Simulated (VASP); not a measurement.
Input of a VASP 6.6.1 run:

The input INCAR:

```
ALGO = Normal
EDIFF = 1E-6
ENCUT = 520
GGA = CA
ISIF = 2
ISMEAR = 0
LASPH = T
LCHARG = F
LREAL = F
LWAVE = F
NBANDS = 16
NELM = 60
PREC = Accurate
SIGMA = 0.01
```

KPOINTS

```
k-points
0
Gamma
  12 12 12
```

POSCAR

```
GaAs
1.0
    0.0000000000      2.8014019297      2.8014019297
    2.8014019297      0.0000000000      2.8014019297
    2.8014019297      2.8014019297      0.0000000000
Ga As
1 1
Direct
    0.0000000000      0.0000000000      0.0000000000
    0.7500000000      0.7500000000      0.7500000000
```

Potentials or basis: VASP PAW LDA potentials, release 64 (Ga_d, As).

The run is started by

```console
$ cat potpaw_LDA.64/Ga_d/POTCAR potpaw_LDA.64/As/POTCAR > POTCAR
$ mpirun -np 1 vasp_std > vasp.out
```

Q: Estimate the pressure.

A: 0.3 GPa.

Q: Estimate the band gap on the k mesh.

A: 0.54 eV, direct.

**Experimental background.**

“Evidence of valence band perturbations in GaAsN/GaAs(001): A combined variable-angle spectroscopic ellipsometry and modulated photoreflectance investigation”, 2008, arxiv:0805.2212 reports, for a bulk crystal of GaAs at 300 K: band gap 1.412 ± 0.01 eV (direct).

Measured gap of GaAs: 1.412 eV (direct; 300 K; “Evidence of valence band perturbations in GaAsN/GaAs(001): A combined variable-angle spectroscopic ellipsometry and modulated photoreflectance investigation”, 2008, arxiv:0805.2212). This calculation gives 0.54 eV (-0.87 eV). 3 values of this kind are on record (1.412 to 1.51 eV); this one was drawn at random among those near their median, those with a stated uncertainty first. Spin-orbit coupling on As, Ga is left out. The value is that of LDA on a finite k mesh, which can miss the band edges, without temperature or zero-point motion. Semilocal functionals fall short of measured gaps as a rule.
